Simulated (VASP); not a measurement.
The system is BAs.

```
B As
1.0
     0.00000    2.38850    2.38850
     2.38850    0.00000    2.38850
     2.38850    2.38850    0.00000
B As
1 1
Cartesian
  0.0000 0.0000 0.0000
  1.1943 1.1943 1.1943
```

* Program: VASP 6.6.1
* Task: relaxation of cell and atoms
* Functional: LDA
* Potentials or basis: VASP PAW LDA potentials, release 64 (B, As)
* Cutoff: 600 eV
* k mesh: 15 × 15 × 15
* Occupations: fermi-dirac, width 0.05 eV
* Spin: no spin polarisation

At the start: pressure -3.1 GPa; volume 13.63 Å³/atom.

**Question.** How do energy, volume and symmetry change on relaxing?

**Answer.** Over 3 steps the energy falls by 2.9 meV/atom and the volume is 13.33 Å³/atom (-2.2 %); space group F-43m (No. 216, to 0.05 Å).

Step by step:
| step | energy change (eV) | largest force (eV/Å) | pressure (GPa) | volume (Å³) |
| --- | --- | --- | --- | --- |
| 1 | 0.0000 | 0.0000 | -3.09 | 27.25 |
| 2 | -0.0025 | 0.0000 | 2.50 | 26.23 |
| 3 | -0.0058 | 0.0000 | -0.01 | 26.66 |

Final structure:
```cif
data_structure
_symmetry_space_group_name_H-M 'P 1'
_symmetry_Int_Tables_number 1
_cell_length_a 3.3533
_cell_length_b 3.3533
_cell_length_c 3.3533
_cell_angle_alpha 60.000
_cell_angle_beta 60.000
_cell_angle_gamma 60.000
_cell_volume 26.66
loop_
_atom_site_label
_atom_site_type_symbol
_atom_site_fract_x
_atom_site_fract_y
_atom_site_fract_z
_atom_site_occupancy
B1 B 0.00000 0.00000 0.00000 1
As1 As 0.25000 0.25000 0.25000 1
```
